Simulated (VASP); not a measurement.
# Pt (Fm-3m) in VASP: relaxation of cell and atoms with r2SCAN

Aim: the relaxation of cell and atoms of Pt with r2SCAN.

Everything below comes from runs of VASP 6.6.1. Logs are shortened: lines on timing, memory, paths and dates and some standing lists are left out, and cuts for length are marked.

## Step 1: The cell of the first run

It takes space group Fm-3m (No. 225, cubic). Conventional cell: a = 3.920 Å, b = 3.920 Å, c = 3.920 Å, α = 90.00°, β = 90.00°, γ = 90.00°. Pt (site symmetry m-3m) has 12 Pt at 2.77 Å within 3.7 Å.

## Step 2: Relaxation of cell and atoms, r2SCAN

Input file POSCAR:

```
Pt
1.0
    0.0000000000      1.9600000000      1.9600000000
    1.9600000000      0.0000000000      1.9600000000
    1.9600000000      1.9600000000      0.0000000000
Pt
1
Direct
    0.0000000000      0.0000000000      0.0000000000
```

Input file INCAR.step1:

```
PREC = Accurate ; ENCUT = 600
ISMEAR = 0 ; SIGMA = 0.1
LREAL = F ; LASPH = T
NELM = 80 ; GGA = PE
ALGO = Normal ; EDIFF = 1E-4
LWAVE = T ; LCHARG = F
```

Input file INCAR.step2:

```
PREC = Accurate ; ENCUT = 600
EDIFF = 1E-6 ; ISMEAR = 0
SIGMA = 0.1 ; LREAL = F
LASPH = T ; NELM = 80
ALGO = Normal ; ISIF = 3
LWAVE = F ; LCHARG = F
METAGGA = R2SCAN ; LMIXTAU = T
IBRION = 2 ; NSW = 80
EDIFFG = -0.003 ; ISTART = 1
```

Input file KPOINTS:

```
regular mesh
0
Gamma
  36 36 36
```

Potentials or basis: VASP PAW PBE potentials, release 64 (Pt).

Started as:

```bash
> cat potpaw_PBE.64/Pt/POTCAR > POTCAR
> cp INCAR.step1 INCAR
> mpirun -np 1 vasp_std > vasp.out
> cp INCAR.step2 INCAR
> mpirun -np 1 vasp_std > vasp.out
```

OUTCAR:

```text
PREC = Accurate
   ENCUT = 600
   EDIFF = 1E-6
   ISMEAR = 0
   LREAL = F
   LASPH = T
   NELM = 80
   ISIF = 3
   METAGGA = R2SCAN
   IBRION = 2
   NSW = 80
   EDIFFG = -0.003
   ISTART = 1

 ion  position               nearest neighbor table
   1  0.000  0.000  0.000-

  LATTYP: Found a face centered cubic cell.
 ALAT       =     3.9200000000

  Lattice vectors:

 A1 = (   0.0000000000,   1.9600000000,   1.9600000000)
 A2 = (   1.9600000000,   0.0000000000,   1.9600000000)
 A3 = (   1.9600000000,   1.9600000000,   0.0000000000)

Analysis of symmetry for initial positions (statically):
=====================================================================
 Subroutine PRICEL returns:
 Original cell was already a primitive cell.

 Routine SETGRP: Setting up the symmetry group for a
 face centered cubic supercell.

 Subroutine GETGRP returns: Found 48 space group operations
 (whereof 48 operations were pure point group operations)
 out of a pool of 48 trial point group operations.

The static configuration has the point symmetry O_h .

Analysis of symmetry for dynamics (positions and initial velocities):
=====================================================================
 Subroutine PRICEL returns:
 Original cell was already a primitive cell.

 Routine SETGRP: Setting up the symmetry group for a
 face centered cubic supercell.

 Subroutine GETGRP returns: Found 48 space group operations
 (whereof 48 operations were pure point group operations)
 out of a pool of 48 trial point group operations.

The dynamic configuration has the point symmetry O_h .

 Subroutine INISYM returns: Found 48 space group operations
 (whereof 48 operations are pure point group operations),
 and found     1 'primitive' translations

----------------------------------------------------------------------------------------

                                     Primitive cell

  volume of cell :      15.0591

  direct lattice vectors                    reciprocal lattice vectors
     0.000000000  1.960000000  1.960000000    -0.255102041  0.255102041  0.255102041
     1.960000000  0.000000000  1.960000000     0.255102041 -0.255102041  0.255102041
     1.960000000  1.960000000  0.000000000     0.255102041  0.255102041 -0.255102041

  length of vectors
     2.771858582  2.771858582  2.771858582     0.441849696  0.441849696  0.441849696

  position of ions in fractional coordinates (direct lattice)
     0.000000000  0.000000000  0.000000000

  ion indices of the primitive-cell ions
   primitive index   ion index
                 1           1

----------------------------------------------------------------------------------------

 KPOINTS: regular mesh

Automatic generation of k-mesh.
 Grid dimensions read from file:
 generate k-points for:   36   36   36

 Generating k-lattice:

  Cartesian coordinates                     Fractional coordinates (reciprocal lattice)
    -0.007086168  0.007086168  0.007086168     0.027777778  0.000000000  0.000000000
     0.007086168 -0.007086168  0.007086168     0.000000000  0.027777778  0.000000000
     0.007086168  0.007086168 -0.007086168     0.000000000  0.000000000  0.027777778

  Length of vectors
     0.012273603  0.012273603  0.012273603

  Shift w.r.t. Gamma in fractional coordinates (k-lattice)
     0.000000000  0.000000000  0.000000000

 Subroutine IBZKPT returns following result:
 ===========================================

 Found   1240 irreducible k-points:

 Following reciprocal coordinates:
            Coordinates               Weight
  0.000000  0.000000  0.000000      1.000000
  0.027778  0.000000  0.000000      8.000000
  0.055556  0.000000  0.000000      8.000000
  0.083333  0.000000  0.000000      8.000000
  0.111111  0.000000  0.000000      8.000000
  0.138889  0.000000  0.000000      8.000000
[... 16 lines left out ...]
  0.111111  0.027778  0.000000     24.000000
  0.138889  0.027778  0.000000     24.000000
 [... further k-points ...]
   k-points           NKPTS =   1240   k-points in BZ     NKDIM =   1240   number of bands    NBANDS=      9
   number of dos      NEDOS =    301   number of ions     NIONS =      1
   total plane-waves  NPLWV =  13824
   dimension x,y,z NGX =    24 NGY =   24 NGZ =   24
   dimension x,y,z NGXF=    48 NGYF=   48 NGZF=   48
   ions per type =               1
   NGX,Y,Z   is equivalent  to a cutoff of  14.39, 14.39, 14.39 a.u.
   NGXF,Y,Z  is equivalent  to a cutoff of  28.79, 28.79, 28.79 a.u.
 SYSTEM =  unknown system
   PREC   = accura    normal or accurate (medium, high low for compatibility)
   ISTART =      1    job   : 0-new  1-cont  2-samecut
   ICHARG =      0    charge: 1-file 2-atom 10-const
   ISPIN  =      1    spin polarized calculation?
   LNONCOLLINEAR =      F non collinear calculations
   LSORBIT =      F    spin-orbit coupling
   LASPH  =      T    aspherical Exc in radial PAW
   ENCUT  =  600.0 eV  44.10 Ry    6.64 a.u.   5.54  5.54  5.54*2*pi/ulx,y,z
   NELM   =     80;   NELMIN=  2; NELMDL=  0     # of ELM steps
   EDIFF  = 0.1E-05   stopping-criterion for ELM
   LREAL  =      F    real-space projection
   EDIFFG = -.3E-02   stopping-criterion for IOM
   NSW    =     80    number of steps for IOM
   IBRION =      2    ionic relax: 0-MD 1-quasi-New 2-CG
   NFREE  =      1    steps in history (QN), initial steepest desc. (CG)
   ISIF   =      3    stress and relaxation
   ISYM   =      2    0-nonsym 1-usesym 2-fastsym
   POTIM  = 0.5000    time-step for ionic-motion
   TEBEG  =    0.0;   TEEND  =   0.0 temperature during run
   PSTRESS=    0.0 pullay stress
   NELECT =      10.0000    total number of electrons
   NUPDOWN=      -1.0000    fix difference up-down
   EMIN   =  10.00;   EMAX   =-10.00  energy-range for DOS
   EFERMI =   0.00;   METHOD = LEGACY
   ISMEAR =     0;   SIGMA  =   0.10  broadening in eV -4-tet -1-fermi 0-gaus
   EFERMI_NEDOS =   21; number of points for ismear=-14 and -15
   IALGO  =     38    algorithm
   IMIX   =      4    mixing-type and parameters
     AMIX     =   0.40;   BMIX     =  1.00
     AMIX_MAG =   1.60;   BMIX_MAG =  1.00
  volume/ion in A,a.u.               =      15.06       101.62
  Fermi-wavevector in a.u.,A,eV,Ry     =   1.428265  2.699029 27.755077  2.039941
  Thomas-Fermi vector in A             =   2.548345
   LORBIT       =      0    0 simple, 1 ext, 2 COOP (PROOUT), +10 PAW based schemes
   METAGGA = R2SCAN    functional components
   LHFCALC =     F    Hartree Fock is set to
   AEXX    =    0.0000 exact exchange contribution
   IVDW    =     0    specifies the selected vdW correction
   LEPSILON=     F    determine dielectric tensor
   LRPA    =     F    only Hartree local field effects (RPA)
 conjugate gradient relaxation of ions
 non-spin polarized calculation
 Gauss-broadening in eV      SIGMA  =   0.10
  energy-cutoff  :      600.00
  volume of cell :       15.06
 maximum number of plane-waves:       531
 NGX is ok and might be reduce to    24
   NGX = 11   NGY = 11   NGZ = 11

--------------------------------------- Ionic step        1  -------------------------------------------

 number of electron      10.0000000 magnetization

 Free energy of the ion-electron system (eV)
  ---------------------------------------------------
  ext. energy  EPLUGINS =         0.00000000
  ---------------------------------------------------
  free energy    TOTEN  =       -51.50006791 eV

  energy without entropy =      -51.49072635  energy(sigma->0) =      -51.49539713

------------------------ aborting loop because EDIFF is reached ----------------------------------------

  FORCE on cell =-STRESS in cart. coord.  units (eV):
  Direction    XX          YY          ZZ          XY          YZ          ZX
  --------------------------------------------------------------------------------------
  -------------------------------------------------------------------------------------
  Total        0.4883887      0.4883887      0.4883887      0.0000000      0.0000000      0.0000000
  in kB       51.9610593     51.9610593     51.9610593      0.0000000      0.0000000      0.0000000
  external PRESSURE =      51.9610593 kB  Pullay stress =       0.0000000 kB
[... 20 lines left out ...]
  energy  without entropy=      -51.4907263499  energy(sigma->0) =      -51.49539713

--------------------------------------- Ionic step        2  -------------------------------------------

 number of electron       9.9999999 magnetization

 E-fermi :   9.7377     XC(G=0): -14.1526

 val. band max:        9.7369067985   @ k =  -0.4722   0.1389   0.0000
 cond. band min:       9.7377583861   @ k =   0.4444   0.1111   0.0000
 fundamental gap:      0.0008515876
 Fermi energy:         9.7377169633

 k-point     1 :       0.0000    0.0000    0.0000
  band No.  band energies     occupation
      1       0.0303      2.00000
      2       6.2458      2.00000
      3       6.2458      2.00000
      4       6.2458      2.00000
      5       8.1713      2.00000
      6       8.1713      2.00000
      7      25.3966      0.00000
      8      30.1641      0.00000
      9      30.1641      0.00000
[... 339 lines left out ...]
  FREE ENERGIE OF THE ION-ELECTRON SYSTEM (eV)
  ---------------------------------------------------
  free  energy   TOTEN  =       -51.5043828849 eV

  energy  without entropy=      -51.4947718463  energy(sigma->0) =      -51.49957737

[... ionic steps 4 to 14 ...]

--------------------------------------- Ionic step       15  -------------------------------------------

 number of electron      10.0000001 magnetization

------------------------ aborting loop because EDIFF is reached ----------------------------------------

  FORCE on cell =-STRESS in cart. coord.  units (eV):
  Direction    XX          YY          ZZ          XY          YZ          ZX
  --------------------------------------------------------------------------------------
  -------------------------------------------------------------------------------------
  Total        0.0083066      0.0083066      0.0083066     -0.0000000      0.0000000     -0.0000000
  in kB        0.8681626      0.8681626      0.8681626     -0.0000000      0.0000000     -0.0000000
  external PRESSURE =       0.8681626 kB  Pullay stress =       0.0000000 kB
[... 55 lines left out ...]
  energy  without entropy=      -51.4947814118  energy(sigma->0) =      -51.49958328

--------------------------------------- Ionic step       17  -------------------------------------------

 number of electron      10.0000001 magnetization

 Free energy of the ion-electron system (eV)
  ---------------------------------------------------
  ext. energy  EPLUGINS =         0.00000000
  ---------------------------------------------------
  free energy    TOTEN  =       -51.50438507 eV

  energy without entropy =      -51.49477868  energy(sigma->0) =      -51.49958187

 E-fermi :  10.6901     XC(G=0): -14.5171

 val. band max:       10.6901009061   @ k =   0.5000   0.0833   0.0278
 cond. band min:      10.6902367871   @ k =   0.3889   0.3056   0.0000
 fundamental gap:      0.0001358810
 Fermi energy:        10.6901330445

 k-point     1 :       0.0000    0.0000    0.0000
  band No.  band energies     occupation
      1       0.3955      2.00000
      2       6.8863      2.00000
      3       6.8863      2.00000
      4       6.8863      2.00000
      5       8.9912      2.00000
      6       8.9912      2.00000
      7      26.2260      0.00000
      8      31.2998      0.00000
      9      31.2998      0.00000
[... 304 lines left out ...]
  FREE ENERGIE OF THE ION-ELECTRON SYSTEM (eV)
  ---------------------------------------------------
  free  energy   TOTEN  =       -51.5043850701 eV

  energy  without entropy=      -51.4947786772  energy(sigma->0) =      -51.49958187

 reached required accuracy - stopping structural energy minimisation
```

Run time: 2.2 h. Hardware: 1 thread of Oxide Virtual Turin-like, shared host; peak memory 0.34 GiB.

What came out:

```yaml
Free_energy: -51.5044 eV
Relaxed_volume: 15.33 Å³/atom
Relaxed_cell: a = 2.789 Å, b = 2.789 Å, c = 2.789 Å, α = 60.00°, β = 60.00°, γ = 60.00°
Space_group_after_relaxing_to_0.1_Å: Fm-3m (No. 225)
Energy_gained_by_relaxing: 4.3 meV/atom
Ionic_steps: 17
Pressure_after_relaxing: 0.0 GPa
Band_gap_on_the_k_mesh: zero (bands 5 and 6 overlap by 2.32 eV)
```

The path:
```tsv
step	energy change (eV)	largest force (eV/Å)	pressure (GPa)	volume (Å³)
1	0.0000	0.0000	5.20	15.06
2	0.0288	0.0000	-12.28	16.15
3	-0.0043	0.0000	-0.08	15.34
4	-0.0043	0.0000	-0.04	15.33
5	-0.0043	0.0000	0.08	15.33
6	-0.0043	0.0000	0.10	15.33
7	-0.0043	0.0000	0.11	15.33
8	-0.0043	0.0000	0.09	15.33
9	-0.0043	0.0000	0.10	15.33
10	-0.0043	0.0000	0.10	15.33
11	-0.0043	0.0000	0.10	15.33
12	-0.0043	0.0000	0.09	15.33
13	-0.0043	0.0000	0.09	15.33
14	-0.0043	0.0000	0.09	15.33
15	-0.0043	0.0000	0.09	15.33
16	-0.0043	0.0000	0.08	15.33
17	-0.0043	0.0000	0.02	15.33
```

Final structure:
```xyz
1
Lattice="0.0000 1.9718 1.9718 1.9718 0.0000 1.9718 1.9718 1.9718 0.0000" Properties=species:S:1:pos:R:3 pbc="T T T"
Pt    0.0000    0.0000    0.0000
```

Caveat: the PAW data sets were made with another functional, which shifts forces and pressure a little; spin-orbit coupling is left out, which moves the levels of the heavy elements.
